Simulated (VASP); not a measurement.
# Al3GaN4 (P1) in VASP: further runs

The runs below take Al3GaN4 through single point, with PBEsol.

All numbers are computed with VASP 6.6.1; they aren't measurements. Logs are shortened: lines on timing, memory, paths and dates and some standing lists are left out, and cuts for length are marked.

### 1 The cell of the first run

The typed cell holds 8 atoms: a = 5.043 Å, b = 3.130 Å, c = 5.418 Å, α = 90.00°, β = 90.03°, γ = 90.00°.

### 2 Single point, PBEsol (all Ga atoms moved -0.150 Å, as atom 4 along Cartesian [1 -1 0])

The input, INCAR:

```
PREC = Accurate
ENCUT = 520
EDIFF = 1E-6
ISMEAR = 0
SIGMA = 0.05
LREAL = F
LASPH = T
NELM = 80
ALGO = Normal
ISIF = 2
LWAVE = F
LCHARG = F
GGA = PS
NBANDS = 31
```

The input, KPOINTS:

```
Automatic mesh
0
Gamma
  6 8 4
```

The input, POSCAR:

```
Al3GaN4
1.0
    5.0434079743      0.0000000000      0.0001149899
    0.0000000000      3.1300738979      0.0000000000
   -0.0032362578      0.0000000000      5.4179919454
Al Ga N
3 1 4
Direct
    0.5002300429      0.5000000000      0.1673295662
    0.0009207031      0.5000000000      0.8348055926
    0.0010880657      0.0000000000      0.3316926346
    0.4783910890      0.0338861064      0.6662013481
    0.1111724737      0.0000000000      0.6663292504
    0.1224543244      0.5000000000      0.1671578642
    0.6251234792      0.5000000000      0.8401923549
    0.6231881982      0.0000000000      0.3262928352
```

Potentials or basis: VASP PAW PBE potentials, release 64 (Al, Ga_d, N).

On the command line:

```
$ cat potpaw_PBE.64/Al/POTCAR potpaw_PBE.64/Ga_d/POTCAR potpaw_PBE.64/N/POTCAR > POTCAR
$ mpirun -np 1 vasp_std > vasp.out
```

OUTCAR:

```text
PREC = Accurate
   ENCUT = 520
   EDIFF = 1E-6
   ISMEAR = 0
   LREAL = F
   LASPH = T
   NELM = 80
   ISIF = 2
   GGA = PS

 ion  position               nearest neighbor table
   1  0.500  0.500  0.167-   7 1.88   8 1.89   8 1.89   6 1.91   4 3.07   4 3.08   2 3.10   3 3.10
                             3 3.10   3 3.10   3 3.10   2 3.10
   2  0.001  0.500  0.835-   5 1.90   5 1.90   7 1.90   6 1.90   4 2.96   4 3.07   1 3.10   1 3.10
                             3 3.11   3 3.11   3 3.14   3 3.14
   3  0.001  0.000  0.332-   5 1.90   6 1.90   6 1.90   8 1.91   4 3.01   1 3.10   1 3.10   1 3.10
                             1 3.10   2 3.11   2 3.11   2 3.14   2 3.14
   4  0.478  0.034  0.666-   5 1.86   7 1.89   8 1.98   7 2.06   2 2.96   3 3.01   2 3.07   1 3.07
                             1 3.08
   5  0.111  0.000  0.666-   4 1.86   2 1.90   2 1.90   3 1.90
   6  0.122  0.500  0.167-   2 1.90   3 1.90   3 1.90   1 1.91
   7  0.625  0.500  0.840-   1 1.88   4 1.89   2 1.90   4 2.06
   8  0.623  0.000  0.326-   1 1.89   1 1.89   3 1.91   4 1.98

  LATTYP: Found a simple monoclinic cell.
 ALAT       =     5.0434079756
 B/A-ratio  =     0.6206267494
 C/A-ratio  =     1.0742721862
 COS(beta)  =    -0.0005745167

  Lattice vectors:

 A1 = (   5.0434079743,   0.0000000000,   0.0001149899)
 A2 = (   0.0000000000,   3.1300738979,   0.0000000000)
 A3 = (  -0.0032362578,   0.0000000000,   5.4179919454)

Analysis of symmetry for initial positions (statically):
=====================================================================
 Subroutine PRICEL returns:
 Original cell was already a primitive cell.

 Routine SETGRP: Setting up the symmetry group for a
 simple monoclinic supercell.

 Subroutine GETGRP returns: Found  1 space group operations
 (whereof  1 operations were pure point group operations)
 out of a pool of  4 trial point group operations.

The static configuration has the point symmetry C_1 .

Analysis of symmetry for dynamics (positions and initial velocities):
=====================================================================
 Subroutine PRICEL returns:
 Original cell was already a primitive cell.

 Routine SETGRP: Setting up the symmetry group for a
 simple monoclinic supercell.

 Subroutine GETGRP returns: Found  1 space group operations
 (whereof  1 operations were pure point group operations)
 out of a pool of  4 trial point group operations.

The dynamic configuration has the point symmetry C_1 .

 Subroutine INISYM returns: Found  1 space group operations
 (whereof  1 operations are pure point group operations),
 and found     1 'primitive' translations

----------------------------------------------------------------------------------------

                                     Primitive cell

  volume of cell :      85.5297

  direct lattice vectors                    reciprocal lattice vectors
     5.043407974  0.000000000  0.000114990     0.198278623  0.000000000  0.000118435
     0.000000000  3.130073898  0.000000000     0.000000000  0.319481275  0.000000000
    -0.003236258  0.000000000  5.417991945    -0.000004208  0.000000000  0.184570224

  length of vectors
     5.043407976  3.130073898  5.417992912     0.198278658  0.319481275  0.184570224

  position of ions in fractional coordinates (direct lattice)
     0.500230043  0.500000000  0.167329566
     0.000920703  0.500000000  0.834805593
     0.001088066  0.000000000  0.331692635
     0.478391089  0.033886106  0.666201348
     0.111172474  0.000000000  0.666329250
     0.122454324  0.500000000  0.167157864
     0.625123479  0.500000000  0.840192355
     0.623188198  0.000000000  0.326292835

  ion indices of the primitive-cell ions
   primitive index   ion index
                 1           1
                 2           2
                 3           3
                 4           4
                 5           5
                 6           6
                 7           7
                 8           8

----------------------------------------------------------------------------------------

 KPOINTS: Automatic mesh

Automatic generation of k-mesh.
 Grid dimensions read from file:
 generate k-points for:    6    8    4

 Generating k-lattice:

  Cartesian coordinates                     Fractional coordinates (reciprocal lattice)
     0.033046437  0.000000000  0.000019739     0.166666667  0.000000000 -0.000000000
     0.000000000  0.039935159  0.000000000     0.000000000  0.125000000  0.000000000
    -0.000001052  0.000000000  0.046142556    -0.000000000  0.000000000  0.250000000

  Length of vectors
     0.033046443  0.039935159  0.046142556

  Shift w.r.t. Gamma in fractional coordinates (k-lattice)
     0.000000000  0.000000000  0.000000000

 Subroutine IBZKPT returns following result:
 ===========================================

 Found    100 irreducible k-points:

 Following reciprocal coordinates:
            Coordinates               Weight
  0.000000  0.000000  0.000000      1.000000
  0.166667  0.000000  0.000000      2.000000
  0.333333  0.000000 -0.000000      2.000000
  0.500000  0.000000  0.000000      1.000000
  0.000000  0.125000  0.000000      2.000000
  0.166667  0.125000  0.000000      2.000000
[... 16 lines left out ...]
  0.000000  0.500000  0.000000      1.000000
  0.166667  0.500000  0.000000      2.000000
 [... further k-points ...]
   k-points           NKPTS =    100   k-points in BZ     NKDIM =    100   number of bands    NBANDS=     31
   number of dos      NEDOS =    301   number of ions     NIONS =      8
   total plane-waves  NPLWV =  38400
   dimension x,y,z NGX =    40 NGY =   24 NGZ =   40
   dimension x,y,z NGXF=    80 NGYF=   48 NGZF=   80
   ions per type =               3   1   4
   NGX,Y,Z   is equivalent  to a cutoff of  13.19, 12.75, 12.27 a.u.
   NGXF,Y,Z  is equivalent  to a cutoff of  26.37, 25.49, 24.55 a.u.
 SYSTEM =  unknown system
   PREC   = accura    normal or accurate (medium, high low for compatibility)
   ISTART =      0    job   : 0-new  1-cont  2-samecut
   ICHARG =      2    charge: 1-file 2-atom 10-const
   ISPIN  =      1    spin polarized calculation?
   LNONCOLLINEAR =      F non collinear calculations
   LSORBIT =      F    spin-orbit coupling
   LASPH  =      T    aspherical Exc in radial PAW
   ENCUT  =  520.0 eV  38.22 Ry    6.18 a.u.   9.38  5.82 10.07*2*pi/ulx,y,z
   NELM   =     80;   NELMIN=  2; NELMDL= -5     # of ELM steps
   EDIFF  = 0.1E-05   stopping-criterion for ELM
   LREAL  =      F    real-space projection
   EDIFFG = 0.1E-04   stopping-criterion for IOM
   NSW    =      0    number of steps for IOM
   IBRION =     -1    ionic relax: 0-MD 1-quasi-New 2-CG
   NFREE  =      0    steps in history (QN), initial steepest desc. (CG)
   ISIF   =      2    stress and relaxation
   ISYM   =      2    0-nonsym 1-usesym 2-fastsym
   POTIM  = 0.5000    time-step for ionic-motion
   TEBEG  =    0.0;   TEEND  =   0.0 temperature during run
   PSTRESS=    0.0 pullay stress
   NELECT =      42.0000    total number of electrons
   NUPDOWN=      -1.0000    fix difference up-down
   EMIN   =  10.00;   EMAX   =-10.00  energy-range for DOS
   EFERMI =   0.00;   METHOD = LEGACY
   ISMEAR =     0;   SIGMA  =   0.05  broadening in eV -4-tet -1-fermi 0-gaus
   EFERMI_NEDOS =   21; number of points for ismear=-14 and -15
   IALGO  =     38    algorithm
   IMIX   =      4    mixing-type and parameters
     AMIX     =   0.40;   BMIX     =  1.00
     AMIX_MAG =   1.60;   BMIX_MAG =  1.00
  volume/ion in A,a.u.               =      10.69        72.15
  Fermi-wavevector in a.u.,A,eV,Ry     =   1.291573  2.440719 22.696701  1.668160
  Thomas-Fermi vector in A             =   2.423334
   LORBIT       =      0    0 simple, 1 ext, 2 COOP (PROOUT), +10 PAW based schemes
   GGA     = PS    functional components
   LHFCALC =     F    Hartree Fock is set to
   AEXX    =    0.0000 exact exchange contribution
   IVDW    =     0    specifies the selected vdW correction
   LEPSILON=     F    determine dielectric tensor
   LRPA    =     F    only Hartree local field effects (RPA)
 non-spin polarized calculation
 Gauss-broadening in eV      SIGMA  =   0.05
  energy-cutoff  :      520.00
  volume of cell :       85.53
 maximum number of plane-waves:      2328
 NGX is ok and might be reduce to    40
   NGX = 19   NGY = 11   NGZ = 21

 number of electron      42.0000000 magnetization

 Free energy of the ion-electron system (eV)
  ---------------------------------------------------
  ext. energy  EPLUGINS =         0.00000000
  ---------------------------------------------------
  free energy    TOTEN  =       -59.89285677 eV

  energy without entropy =      -59.89285677  energy(sigma->0) =      -59.89285677

 E-fermi :   6.2656     XC(G=0): -11.3206

 val. band max:        6.0047652080   @ k =   0.0000   0.0000   0.0000
 cond. band min:       9.2905699440   @ k =   0.0000   0.0000   0.0000
 fundamental gap:      3.2858047360
 Fermi energy:         6.2656249103

 k-point     1 :       0.0000    0.0000    0.0000
  band No.  band energies     occupation
      1      -9.6155      2.00000
      2      -8.3062      2.00000
      3      -8.0039      2.00000
      4      -7.2508      2.00000
      5      -6.9591      2.00000
      6      -6.9202      2.00000
[... 23 lines left out ...]
     30      16.7243      0.00000
     31      16.8334      0.00000

 k-point     2 :       0.1667    0.0000    0.0000
  band No.  band energies     occupation
      1      -9.5186      2.00000
      2      -8.3240      2.00000
      3      -7.9964      2.00000
      4      -7.3380      2.00000
      5      -6.9640      2.00000
      6      -6.9260      2.00000
[... 23 lines left out ...]
     30      16.6944      0.00000
     31      16.8746      0.00000

 k-point     3 :       0.3333    0.0000   -0.0000
  band No.  band energies     occupation
      1      -9.2529      2.00000
      2      -8.4511      2.00000
      3      -7.9598      2.00000
      4      -7.5411      2.00000
      5      -6.9709      2.00000
      6      -6.9350      2.00000
[... 23 lines left out ...]
     30      16.5012      0.00000
     31      16.6330      0.00000

 k-point     4 :       0.5000    0.0000    0.0000
  band No.  band energies     occupation
      1      -8.9976      2.00000
      2      -8.6557      2.00000
      3      -7.9242      2.00000
      4      -7.6500      2.00000
      5      -6.9732      2.00000
      6      -6.9389      2.00000
[... 23 lines left out ...]
     30      16.6725      0.00000
     31      16.7324      0.00000

 k-point     5 :       0.0000    0.1250    0.0000
  band No.  band energies     occupation
      1      -9.4797      2.00000
      2      -8.2610      2.00000
      3      -7.9799      2.00000
      4      -7.2386      2.00000
      5      -6.9234      2.00000
      6      -6.8936      2.00000
[... 23 lines left out ...]
     30      16.4601      0.00000
     31      17.1664      0.00000
[... 542 lines left out ...]
     30      15.8244      0.00000
     31      16.9694      0.00000

 k-point    22 :       0.5000    0.3750    0.0000
  band No.  band energies     occupation
      1      -8.3660      2.00000
      2      -8.1619      2.00000
      3      -7.7287      2.00000
      4      -7.2907      2.00000
      5      -6.9338      2.00000
      6      -6.8863      2.00000
[... 23 lines left out ...]
     30      15.5726      0.00000
     31      16.9124      0.00000

 k-point    23 :       0.0000    0.5000    0.0000
  band No.  band energies     occupation
      1      -8.3899      2.00000
      2      -8.1920      2.00000
      3      -7.6823      2.00000
      4      -7.2176      2.00000
      5      -6.9500      2.00000
      6      -6.8830      2.00000
[... 23 lines left out ...]
     30      16.2444      0.00000
     31      16.6758      0.00000

 k-point    24 :       0.1667    0.5000    0.0000
  band No.  band energies     occupation
      1      -8.3540      2.00000
      2      -8.1787      2.00000
      3      -7.6776      2.00000
      4      -7.2119      2.00000
      5      -6.9473      2.00000
      6      -6.8828      2.00000
[... 23 lines left out ...]
     30      16.3630      0.00000
     31      16.6758      0.00000

 [... further k-points ...]
[... 5 lines left out ...]
  --------------------------------------------------------------------------------------
  -------------------------------------------------------------------------------------
  Total        1.6067182     -0.3036187     -0.3990116      0.6376658      0.6602466      0.0837632
  in kB       30.0976947     -5.6875088     -7.4744470     11.9450134     12.3680059      1.5690868
  external PRESSURE =       5.6452463 kB  Pullay stress =       0.0000000 kB

 VOLUME and BASIS-vectors are now :
 -----------------------------------------------------------------------------
  energy-cutoff  :      520.00
  volume of cell :       85.53
      direct lattice vectors                 reciprocal lattice vectors
     5.043407974  0.000000000  0.000114990     0.198278623  0.000000000  0.000118435
     0.000000000  3.130073898  0.000000000     0.000000000  0.319481275  0.000000000
    -0.003236258  0.000000000  5.417991945    -0.000004208  0.000000000  0.184570224

 POSITION                                       TOTAL-FORCE (eV/Angst)
 -----------------------------------------------------------------------------------
      2.52232      1.56504      0.90665         0.215939      0.069760     -0.055408
      0.00194      1.56504      4.52297        -0.573768      0.070616      0.112638
      0.00441      0.00000      1.79711        -0.348199     -0.011040     -0.102998
      2.41057      0.10607      3.60953         2.085627     -1.169551     -0.103465
      0.55853      0.00000      3.61018        -0.921398      0.057381     -0.020041
      0.61705      1.56504      0.90567        -0.000517      0.000054      0.012675
      3.15003      1.56504      4.55223        -0.251179      0.887752     -0.109642
      3.14194      0.00000      1.76792        -0.206504      0.095028      0.266242
 -----------------------------------------------------------------------------------
    total drift:                               -0.001288     -0.000121     -0.000911

  FREE ENERGIE OF THE ION-ELECTRON SYSTEM (eV)
  ---------------------------------------------------
  free  energy   TOTEN  =       -59.8928567725 eV

  energy  without entropy=      -59.8928567725  energy(sigma->0) =      -59.89285677
```

Run time: 2.3 min. Hardware: 1 thread of AMD EPYC 9R45 (Zen 5), shared host; peak memory 0.32 GiB.

Results:

```yaml
Free_energy: -59.8929 eV
Pressure: 0.6 GPa
Largest_force: 2.393 eV/Å
Band_gap_on_the_k_mesh: 3.29 eV, direct
```

Forces on the atoms (eV/Å):
```
Al   0.216  0.070 -0.055
Al  -0.574  0.071  0.113
Al  -0.348 -0.011 -0.103
Ga   2.086 -1.170 -0.103
N   -0.921  0.057 -0.020
N   -0.001  0.000  0.013
N   -0.251  0.888 -0.110
N   -0.207  0.095  0.266
```

Stress tensor (GPa, compression positive):
```
 3.01  1.19  0.16
 1.19 -0.57  1.24
 0.16  1.24 -0.75
```

Caveat: the cell differs from its parent crystal (all Ga atoms moved -0.150 Å, as atom 4 along Cartesian [1 -1 0]); the PAW data sets were made with another functional, which shifts forces and pressure a little. A k mesh can miss the band edges.

(Continued in part 2 of 2.)
